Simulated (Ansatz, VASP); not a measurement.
## Two plane-wave programs on CdS

Contents of POSCAR:

```
CdS
1.0
    0.0190461122      2.9423891920      2.9423891920
    2.9423891920      0.0190461122      2.9423891920
    2.9423891920      2.9423891920      0.0190461122
Cd S
1 1
Direct
    0.0007202689      0.0007202689      0.0007202689
    0.2492797311      0.2492797311      0.2492797311
```

INCAR.step1

```
  PREC = Accurate
  ENCUT = 520
  EDIFF = 1E-5
  ISMEAR = 0
  SIGMA = 0.01
  LREAL = F
  LASPH = T
  NELM = 60
  ALGO = Normal
  ISIF = 2
  LWAVE = T
  NBANDS = 16
  GGA = PE
  KPAR = 4
```

INCAR.step2

```
  PREC = Accurate
  ENCUT = 520
  EDIFF = 1E-6
  ISMEAR = 0
  SIGMA = 0.01
  LREAL = F
  LASPH = T
  NELM = 60
  ALGO = Normal
  ISIF = 2
  LWAVE = F
  LCHARG = T
  GGA = PE
  LHFCALC = T
  HFSCREEN = 0.2079
  PRECFOCK = Normal
  LVHAR = T
  NBANDS = 16
  ISTART = 1
  KPAR = 4
```

File KPOINTS:

```
regular mesh
0
Gamma
  6 6 6
```

Input for Ansatz:

```yaml
crystal:
  lattice:
    - [0.0190461122, 2.942389192, 2.942389192]
    - [2.942389192, 0.0190461122, 2.942389192]
    - [2.942389192, 2.942389192, 0.0190461122]
  atoms:
    - { symbol: Cd, position: [0.0007202689, 0.0007202689, 0.0007202689] }
    - { symbol: S, position: [0.2492797311, 0.2492797311, 0.2492797311] }
kpoints:
  mp_grid: { grid: [6, 6, 6] }
  band_path:
    path:
      - [0.0, 0.0, 0.0]
      - [-0.5, -0.5, 0.0]
      - [-0.375, -0.375, 0.25]
      - [-0.375, 0.0, 0.375]
      - [0.0, 0.0, 0.5]
      - [-0.5, -0.25, 0.25]
    npoints: 1
hamiltonian:
  xc: hse06
scf:
  occupations: { method: fixed }
  n_extra_bands: 4
output:
  forces: true
  stress: true
  eigenvalues: true
```

Change from the starting cell: epitaxial_111 strain -0.5%.

Alike in both runs: task single point; functional HSE06; k mesh 6 × 6 × 6; no spin polarisation.

|  | VASP | Ansatz |
| --- | --- | --- |
| version | VASP 6.6.1 | Ansatz 0.2.0 |
| potentials or method | VASP PAW PBE potentials, release 64 (Cd, S) | plane waves, PAW |
| plane-wave cutoff (eV) | 520 | 420 |
| occupations | gaussian, width 0.01 eV | fixed |
| valence electrons in the cell | 18 | 26 |

VASP gave:

- gap on the k mesh at the Fermi level (eV): 2.11
- pressure (GPa): 0.9
- traceless stress, the component that is largest in VASP (GPa): -0.17

Task: Which values does Ansatz return?

Result: gap on the k mesh at the Fermi level (eV): 2.11; pressure (GPa): 0.6; traceless stress, the component that is largest in VASP (GPa): -0.17.

VASP's potentials hold 18 valence electrons a cell and Ansatz's 26, so a difference there can come from the potentials and not from the codes. Ansatz's warnings: stress exchange threshold loose, stress scf threshold loose.
